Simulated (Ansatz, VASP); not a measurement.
**AlN in VASP and in Ansatz**

Contents of INCAR:

```
PREC     = Accurate       # precision mode
ENCUT    = 520            # plane-wave cutoff, eV
EDIFF    = 1E-6           # SCF threshold, eV
ISMEAR   = 0              # smearing method
SIGMA    = 0.05           # smearing width, eV
LREAL    = F              # projectors in reciprocal space
LASPH    = T              # aspherical terms in the spheres
NELM     = 60             # most SCF steps
ALGO     = Normal         # electronic algorithm
ISIF     = 2              # what is computed and relaxed
LWAVE    = F              # write WAVECAR
LCHARG   = F              # write CHGCAR
GGA      = PE             # functional
NBANDS   = 26             # bands
```

KPOINTS

```
regular mesh
0
Gamma
  8 8 3
```

The input POSCAR:

```
AlN
1.0
   -3.1110021516      0.0000000000      0.0000000000
   -1.5555010758     -2.6942068945      0.0000000000
    0.0000000000      0.0000000000     10.4560000000
Al N
4 4
Direct
    0.3333333333      0.3333333333      0.8605331867
    0.3333333333      0.3333333333      0.3844429036
    0.6666666667      0.6666666667      0.1463977621
    0.6666666667      0.6666666667      0.6224880451
    0.3333333333      0.3333333333      0.0916473795
    0.3333333333      0.3333333333      0.5677376626
    0.6666666667      0.6666666667      0.3296925210
    0.6666666667      0.6666666667      0.8057828041
```

Input for Ansatz:

```yaml
crystal:
  lattice:
    - [-3.1110021516, 0.0, 0.0]
    - [-1.5555010758, -2.6942068945, 0.0]
    - [0.0, 0.0, 10.456]
  atoms:
    - { symbol: Al, position: [0.3333333333, 0.3333333333, 0.8605331867] }
    - { symbol: Al, position: [0.3333333333, 0.3333333333, 0.3844429036] }
    - { symbol: Al, position: [0.6666666667, 0.6666666667, 0.1463977621] }
    - { symbol: Al, position: [0.6666666667, 0.6666666667, 0.6224880451] }
    - { symbol: "N", position: [0.3333333333, 0.3333333333, 0.0916473795] }
    - { symbol: "N", position: [0.3333333333, 0.3333333333, 0.5677376626] }
    - { symbol: "N", position: [0.6666666667, 0.6666666667, 0.329692521] }
    - { symbol: "N", position: [0.6666666667, 0.6666666667, 0.8057828041] }
basis:
  ecutwfc: 420
kpoints:
  mp_grid: { grid: [8, 8, 3] }
hamiltonian:
  xc: pbe
scf:
  occupations: { method: gaussian, width: 0.05 }
output:
  forces: true
  stress: true
  eigenvalues: true
```

Alike in both runs: task single point; functional PBE; k mesh 8 × 8 × 3; occupations gaussian, width 0.05 eV; no spin polarisation.

```csv
,VASP,Ansatz
version,VASP 6.6.1,Ansatz 0.2.0
potentials or method,"VASP PAW PBE potentials, release 64 (Al, N), cutoff 520 eV","scalar-relativistic, plane waves, PAW"
valence electrons in the cell,32,32
```

Ansatz gave:

| Quantity | Value |
| --- | --- |
| gap on the k mesh at the Fermi level (eV) | 2.87 |
| least direct gap on the mesh (eV) | 2.87 |
| pressure (GPa) | -0.4 |
| traceless stress, the component that is largest in VASP (GPa) | -7.57 |
| rms of the force components (eV/Å) | 0.592 |

**Question.** Estimate VASP's values.

**Answer.** gap on the k mesh at the Fermi level (eV): 2.88; least direct gap on the mesh (eV): 2.88; pressure (GPa): -0.7; traceless stress, the component that is largest in VASP (GPa): -7.57; rms of the force components (eV/Å): 0.588.

Atom by atom the forces differ by 0.004 eV/Å (rms over components). With one functional, cell and mesh, what is left measures potentials, basis and numerics.
